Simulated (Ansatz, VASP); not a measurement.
**Two plane-wave programs on PbSe**

```
Pb Se
1.0
     0.00000    3.08870    3.08870
     3.08870    0.00000    3.08870
     3.08870    3.08870    0.00000
Pb Se
1 1
Direct
  0.00000 0.00000 0.00000
  0.50000 0.50000 0.50000
```

Alike in both runs: task single point; functional PBE; k mesh 8 × 8 × 8; occupations fermi-dirac, width 0.02 eV; no spin polarisation.

```csv
,VASP,Ansatz
version,VASP 6.6.1,Ansatz 0.2.0
potentials or method,"VASP PAW PBE potentials, release 64 (Pb_d, Se)","plane waves, PAW"
plane-wave cutoff (eV),500,420
valence electrons in the cell,20,30
```

```csv
,VASP,Ansatz,Ansatz less VASP
pressure (GPa),0.9,0.9,+0.02
```

With one functional, cell and mesh, what is left measures potentials, basis and numerics. VASP's potentials hold 20 valence electrons a cell and Ansatz's 30, so a difference there can come from the potentials and not from the codes.

Spin-orbit coupling is off throughout.
